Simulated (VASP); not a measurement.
## Gd: single point with PBE

The system is Gd.

```
Gd
1.0
    -2.00798    2.00798    2.00798
     2.00798   -2.00798    2.00798
     2.00798    2.00798   -2.00798
Gd
1
Direct
  0.00000 0.00000 0.00000
```

This isn't the form of Gd at room conditions, which is hcp.

| Item | Value |
| --- | --- |
| Program | VASP 6.6.1 |
| Task | single point |
| Functional | PBE |
| Potentials or basis | VASP PAW PBE potentials, release 64 (Gd) |
| Cutoff | 520 eV |
| k mesh | 14 × 14 × 14 |
| Occupations | fermi-dirac, width 0.08 eV |
| Spin | collinear spin, ferromagnetic start |
| Starting moments | [7.0] μB |

```
Pressure                                              : 1.0 GPa
Net moment                                            : 7.61 μB per cell
Site moments                                          : Gd +7.00 μB
Valence electrons inside the program's atomic spheres : Gd 15.21
```

Levels at points of the mesh, in eV from the Fermi level:
Spin up:
```
           k point  band 10  band 11  band 12  band 13  band 14  band 15  band 16  band 17
(0.00, 0.00, 0.00)    -4.73    -4.73    -4.69     1.32     1.32     1.32     3.60     3.60
(0.50, 0.00, 0.00)    -4.73    -4.71    -2.47    -0.33     1.18     3.50     4.30     6.31
(0.50, 0.50, 0.50)    -4.71    -4.71    -1.98    -1.98     5.61     5.61     5.61     6.05
```
Spin down:
```tsv
k point	band 3	band 4	band 5	band 6	band 7	band 8
(0.00, 0.00, 0.00)	-19.85	-19.85	-4.22	0.42	0.42	0.42
(0.50, 0.00, 0.00)	-20.13	-19.86	-1.56	0.43	0.48	0.56
(0.50, 0.50, 0.50)	-20.46	-20.46	-1.20	-1.20	0.48	0.55
```

It took 2.9 min on 1 thread of Intel(R) Xeon(R) 6975P-C (Granite Rapids), with other jobs on the host, peak memory 0.26 GiB.

Caveat: spin-orbit coupling is left out, which moves the levels of the heavy elements; semilocal functionals describe open f shells poorly, which spoils levels, moments and volumes. The state reached can hang on the start; a lower one may exist.
